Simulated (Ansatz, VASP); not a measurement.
One calculation of HfN, two programs

```
Hf N
1.0
     0.00000    2.25900    2.23641
     2.25900    0.00000    2.23641
     2.25900    2.25900    0.00000
Hf N
1 1
Direct
  0.00000 0.00000 0.00000
  0.50000 0.50000 0.50000
```

Change from the starting cell: zz strain of -1 %, crystal datasets.

Alike in both runs: task electric field gradients; functional PBEsol; k mesh 10 × 10 × 10; occupations fermi-dirac, width 0.01 eV; no spin polarisation.

|  | VASP | Ansatz |
| --- | --- | --- |
| version | VASP 6.6.1 | Ansatz 0.2.0 |
| potentials or method | VASP PAW PBE potentials, release 64 (Hf_pv, N), cutoff 520 eV | all-electron PAW with datasets made for the crystal, scalar-relativistic |

Ansatz gave:

```
pressure (GPa)                                                : -0.1
traceless stress, the component that is largest in VASP (GPa) : 3.15
size of Vzz on the site where it differs most (V/Å²)          : 45.8
```

**Question.** Which values does VASP return?

**Answer.** Pressure (GPa): -2.3; traceless stress, the component that is largest in VASP (GPa): 3.21; size of Vzz on the site where it differs most (V/Å²): 39.0.

VASP's potentials were made for PBE, not for PBEsol. Ansatz ran all-electron here, and VASP with PAW potentials.

Neither program's run includes spin-orbit coupling.
